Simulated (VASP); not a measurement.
Here is a VASP 6.6.1 calculation.

Contents of POSCAR:

```
ZrS2
1.0
    3.6351095481      0.0000000000      0.0000000000
   -1.8175547740      3.1480972142      0.0000000000
    0.0000000000      0.0000000000      5.7204026337
Zr S
1 2
Direct
    0.0000000000      0.0000000000      0.0000000000
    0.6666666667      0.3333333333      0.7447288748
    0.3333333333      0.6666666667      0.2552711252
```

INCAR.step1

```
PREC     = Accurate       # precision mode
ENCUT    = 400            # plane-wave cutoff, eV
EDIFF    = 1E-5           # SCF threshold, eV
ISMEAR   = 0              # smearing method
SIGMA    = 0.01           # smearing width, eV
LREAL    = F              # projectors in reciprocal space
LASPH    = T              # aspherical terms in the spheres
NELM     = 120            # most SCF steps
ALGO     = Normal         # electronic algorithm
ISIF     = 2              # what is computed and relaxed
LWAVE    = T              # write WAVECAR
NBANDS   = 19             # bands
GGA      = PE             # functional
GGA_COMPAT= F
```

Contents of INCAR.step2:

```
PREC     = Accurate       # precision mode
ENCUT    = 400            # plane-wave cutoff, eV
EDIFF    = 1E-6           # SCF threshold, eV
ISMEAR   = 0              # smearing method
SIGMA    = 0.01           # smearing width, eV
LREAL    = F              # projectors in reciprocal space
LASPH    = T              # aspherical terms in the spheres
NELM     = 120            # most SCF steps
ALGO     = Normal         # electronic algorithm
ISIF     = 2              # what is computed and relaxed
LWAVE    = F              # write WAVECAR
LCHARG   = T              # write CHGCAR
GGA      = PE             # functional
LHFCALC  = T              # exact exchange
AEXX     = 0.25           # exact-exchange fraction
PRECFOCK = Normal       
LELF     = T              # ELF
LVHAR    = T            
NBANDS   = 19             # bands
ISTART   = 1            
GGA_COMPAT= F
```

The input KPOINTS:

```
Automatic mesh
0
Gamma
  6 6 4
```

Potentials or basis: VASP PAW PBE potentials, release 64 (Zr_sv, S).

Run with:

```console
$ cat potpaw_PBE.64/Zr_sv/POTCAR potpaw_PBE.64/S/POTCAR > POTCAR
$ cp INCAR.step1 INCAR
$ mpirun -np 1 vasp_std > vasp.out
$ cp INCAR.step2 INCAR
$ mpirun -np 1 vasp_std > vasp.out
```

Question: Estimate the largest force.

Answer: 0.257 eV/Å.

Question: Predict the band gap on the k mesh.

Answer: 2.11 eV (least direct gap 2.98 eV).

Question: Predict the pressure.

Answer: 1.5 GPa.

Forces in eV/Å, atoms in the order of the input:
```
Zr   0.000  0.000  0.000
S    0.000  0.000  0.257
S    0.000  0.000 -0.257
```

Caveat: the PAW data sets were made with another functional, which shifts forces and pressure a little. A k mesh can miss the band edges.
